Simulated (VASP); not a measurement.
# Zn2C (Fm-3m) in VASP: settings compared, part 2 of 2

VASP 6.6.1. Earlier steps stand in the parts before.

## 4. Single point, r2SCAN (strain -3.0%)

The input, POSCAR:

```
Zn2C
1.0
    0.0000000000      2.5006105624      2.5006105624
    2.5006105624      0.0000000000      2.5006105624
    2.5006105624      2.5006105624      0.0000000000
C Zn
1 2
Direct
    0.0000000000      0.0000000000      0.0000000000
    0.2500000000      0.2500000000      0.2500000000
    0.7500000000      0.7500000000      0.7500000000
```

The input, INCAR.step1:

```
SYSTEM = Zn2C
  PREC = Accurate
  ENCUT = 520
  ISMEAR = 0
  SIGMA = 0.01
  LREAL = .False.
  LASPH = .True.
  NELM = 60
  NBANDS = 21
  GGA = PE
  ALGO = Normal
  EDIFF = 1E-4
  LWAVE = .True.
  LCHARG = .False.
```

The input, INCAR.step2:

```
SYSTEM = Zn2C
  PREC = Accurate
  ENCUT = 520
  EDIFF = 1E-7
  ISMEAR = 0
  SIGMA = 0.01
  LREAL = .False.
  LASPH = .True.
  NELM = 60
  ALGO = Normal
  ISIF = 2
  LWAVE = .False.
  LCHARG = .True.
  METAGGA = R2SCAN
  LMIXTAU = .True.
  LELF = .True.
  LVHAR = .True.
  NBANDS = 21
  ISTART = 1
```

The input, KPOINTS:

```
Automatic mesh
0
Gamma
  8 8 8
  0 0 0
```

Potentials or basis: VASP PAW PBE potentials, release 64 (C, Zn).

Command:

```
> cat potpaw_PBE.64/C/POTCAR potpaw_PBE.64/Zn/POTCAR > POTCAR
> cp INCAR.step1 INCAR
> mpirun -np 1 vasp_std > vasp.out
> cp INCAR.step2 INCAR
> mpirun -np 1 vasp_std > vasp.out
```

OUTCAR:

```text
SYSTEM = Zn2C
   PREC = Accurate
   ENCUT = 520
   EDIFF = 1E-7
   ISMEAR = 0
   LREAL = .False.
   LASPH = .True.
   NELM = 60
   ISIF = 2
   METAGGA = R2SCAN
   ISTART = 1

 ion  position               nearest neighbor table
   1  0.000  0.000  0.000-   3 2.17   3 2.17   3 2.17   2 2.17   3 2.17   2 2.17   2 2.17   2 2.17

   2  0.250  0.250  0.250-   1 2.17   1 2.17   1 2.17   1 2.17   3 2.50   3 2.50   3 2.50   3 2.50
                             3 2.50   3 2.50
   3  0.750  0.750  0.750-   1 2.17   1 2.17   1 2.17   1 2.17   2 2.50   2 2.50   2 2.50   2 2.50
                             2 2.50   2 2.50

  LATTYP: Found a face centered cubic cell.
 ALAT       =     5.0012211248

  Lattice vectors:

 A1 = (   0.0000000000,   2.5006105624,   2.5006105624)
 A2 = (   2.5006105624,   0.0000000000,   2.5006105624)
 A3 = (   2.5006105624,   2.5006105624,   0.0000000000)

Analysis of symmetry for initial positions (statically):
=====================================================================
 Subroutine PRICEL returns:
 Original cell was already a primitive cell.

 Routine SETGRP: Setting up the symmetry group for a
 face centered cubic supercell.
[... 167 lines left out ...]

  energy without entropy =      -25.67756627  energy(sigma->0) =      -25.67756627

 E-fermi :   5.5290     XC(G=0): -13.5933

 val. band max:        5.4650901027   @ k =   0.0000   0.0000   0.0000
 cond. band min:       5.9871016873   @ k =   0.0000   0.0000   0.0000
 fundamental gap:      0.5220115845
 Fermi energy:         5.5290005542

 k-point     1 :       0.0000    0.0000    0.0000
  band No.  band energies     occupation
      1     -10.2279      2.00000
      2      -4.1161      2.00000
      3      -4.1160      2.00000
      4      -4.1160      2.00000
      5      -3.7852      2.00000
      6      -3.7852      2.00000
[... 565 lines left out ...]
     20      17.4540      0.00000
     21      19.9391      0.00000

 [... further k-points ...]

------------------------ aborting loop because EDIFF is reached ----------------------------------------

  FORCE on cell =-STRESS in cart. coord.  units (eV):
  Direction    XX          YY          ZZ          XY          YZ          ZX
  --------------------------------------------------------------------------------------
  -------------------------------------------------------------------------------------
  Total        3.4107916      3.4107916      3.4107916      0.0000000      0.0000000      0.0000000
  in kB      174.7421165    174.7421165    174.7421165      0.0000000      0.0000000      0.0000000
  external PRESSURE =     174.7421165 kB  Pullay stress =       0.0000000 kB

 VOLUME and BASIS-vectors are now :
 -----------------------------------------------------------------------------
  energy-cutoff  :      520.00
  volume of cell :       31.27
      direct lattice vectors                 reciprocal lattice vectors
     0.000000000  2.500610562  2.500610562    -0.199951167  0.199951167  0.199951167
     2.500610562  0.000000000  2.500610562     0.199951167 -0.199951167  0.199951167
     2.500610562  2.500610562  0.000000000     0.199951167  0.199951167 -0.199951167

 POSITION                                       TOTAL-FORCE (eV/Angst)
 -----------------------------------------------------------------------------------
      0.00000      0.00000      0.00000         0.000000      0.000000      0.000000
      1.25031      1.25031      1.25031        -0.000000      0.000000      0.000000
      3.75092      3.75092      3.75092        -0.000000     -0.000000     -0.000000
 -----------------------------------------------------------------------------------
    total drift:                                0.000000      0.000000      0.000000

  FREE ENERGIE OF THE ION-ELECTRON SYSTEM (eV)
  ---------------------------------------------------
  free  energy   TOTEN  =       -25.6775662740 eV

  energy  without entropy=      -25.6775662740  energy(sigma->0) =      -25.67756627
```

OUTCAR.step1:

```text
SYSTEM = Zn2C
   PREC = Accurate
   ENCUT = 520
   ISMEAR = 0
   LREAL = .False.
   LASPH = .True.
   NELM = 60
[... 803 lines left out ...]
      0.00000      0.00000      0.00000        -0.000000      0.000000      0.000000
      1.25031      1.25031      1.25031         0.000000      0.000000     -0.000000
      3.75092      3.75092      3.75092         0.000000     -0.000000      0.000000
 -----------------------------------------------------------------------------------
    total drift:                                0.000000      0.000000      0.000000

  FREE ENERGIE OF THE ION-ELECTRON SYSTEM (eV)
  ---------------------------------------------------
  free  energy   TOTEN  =        -9.0108343429 eV

  energy  without entropy=       -9.0108343429  energy(sigma->0) =       -9.01083434
```

OSZICAR.step1:

```text
N       E                     dE             d eps       ncg     rms          rms(c)
DAV:   1     0.153603349721E+03    0.15360E+03   -0.14398E+04  1242   0.215E+03
DAV:   2     0.176541915569E+00   -0.15343E+03   -0.14620E+03  1243   0.347E+02
DAV:   3    -0.109665175699E+02   -0.11143E+02   -0.10978E+02  1368   0.934E+01
DAV:   4    -0.111321567008E+02   -0.16564E+00   -0.16551E+00  1348   0.111E+01
DAV:   5    -0.111330462066E+02   -0.88951E-03   -0.88949E-03  1358   0.765E-01    0.119E+01
DAV:   6    -0.902302501600E+01    0.21100E+01   -0.47817E+00  1813   0.533E+01    0.850E+00
DAV:   7    -0.902984477339E+01   -0.68198E-02   -0.94035E-01  1314   0.116E+01    0.449E+00
DAV:   8    -0.901287107622E+01    0.16974E-01   -0.39770E-02  1324   0.160E+00    0.138E+00
DAV:   9    -0.901084817134E+01    0.20229E-02   -0.27484E-03  1571   0.570E-01    0.134E-01
DAV:  10    -0.901083434292E+01    0.13828E-04   -0.70117E-04  1666   0.269E-01
   1 F= -.90108343E+01 E0= -.90108343E+01  d E =-.824021E-34
```

Wall time 2.3 min (1 thread of Intel Xeon Platinum 8259CL at 2.50GHz (Skylake/Cascade Lake), shared host); peak memory 0.17 GiB.

Results:

```
Free energy            : -25.6776 eV
Pressure               : 17.5 GPa
Band gap on the k mesh : 0.52 eV, direct
```

Caveat: the cell differs from its parent crystal (strain -3.0%); the PAW data sets were made with another functional, which shifts forces and pressure a little.

## 5. Overview

| level | cell | smearing | gap on the mesh (eV) | pressure (GPa) |
| --- | --- | --- | --- | --- |
| PBE | a = 3.536 Å, angles 60.0°, 3 atoms | fermi-dirac 0.02 eV | 0.29 | 22.1 |
| PBE | a = 3.646 Å, angles 60.0°, 3 atoms | fermi-dirac 0.02 eV | none | 4.9 |
| r2SCAN | a = 3.536 Å, angles 60.0°, 3 atoms | gaussian 0.01 eV | 0.52 | 17.5 |

Alike in all rows: task single point; potentials or basis VASP PAW PBE potentials, release 64 (C, Zn); no spin polarisation; k mesh 8 × 8 × 8; cutoff (eV) 520.

Caveats: the PAW data sets were made with another functional, which shifts forces and pressure a little (some runs).

Absolute energies hang on the potentials; compare differences alone.
